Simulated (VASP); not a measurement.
Here is a VASP 6.6.1 calculation.

File INCAR:

```
SYSTEM = Ca2PF6
PREC     = Accurate       ! precision mode
ENCUT    = 520            ! plane-wave cutoff, eV
EDIFF    = 1E-6           ! SCF threshold, eV
ISMEAR   = -1             ! smearing method
SIGMA    = 0.0329         ! smearing width, eV
LREAL    = .FALSE.        ! projectors in reciprocal space
LASPH    = .TRUE.         ! aspherical terms in the spheres
NELM     = 80             ! most SCF steps
ALGO     = Normal         ! electronic algorithm
ISIF     = 2              ! what is computed and relaxed
LWAVE    = .FALSE.        ! write WAVECAR
LCHARG   = .TRUE.         ! write CHGCAR
GGA      = PE             ! functional
LELF     = .TRUE.         ! ELF
LVHAR    = .TRUE.       
NBANDS   = 44             ! bands
```

Contents of KPOINTS:

```
regular mesh
0
G
  4 4 4
  0 0 0
```

The input POSCAR:

```
Ca2PF6
1.0
    2.9091390000      5.0387720000      0.0000000000
   -2.9091390000      5.0387720000      0.0000000000
    0.0000000000      0.0000000000      4.5710470000
P F Ca
1 6 2
Direct
    0.0000000000      0.0000000000      0.0000000000
    0.1360000000      0.7280000000      0.2000000000
    0.1360000000      0.1360000000      0.2000000000
    0.7280000000      0.1360000000      0.2000000000
    0.8640000000      0.2720000000      0.8000000000
    0.2720000000      0.8640000000      0.8000000000
    0.8640000000      0.8640000000      0.8000000000
    0.3333300000      0.3333400000      0.6900000000
    0.6666700000      0.6666600000      0.3100000000
```

Potentials or basis: VASP PAW PBE potentials, release 64 (P, F, Ca_sv).

Launch:

```console
$ cat potpaw_PBE.64/P/POTCAR potpaw_PBE.64/F/POTCAR potpaw_PBE.64/Ca_sv/POTCAR > POTCAR
$ mpirun -np 1 vasp_std > vasp.out
```

(1) Estimate the largest force.

(2) What does it give for the pressure?

## Answers

(1) 1.263 eV/Å.

(2) 12.4 GPa.

Caveat: an odd number of electrons without spin polarisation forces a metal; a magnetic or distorted state may lie lower.
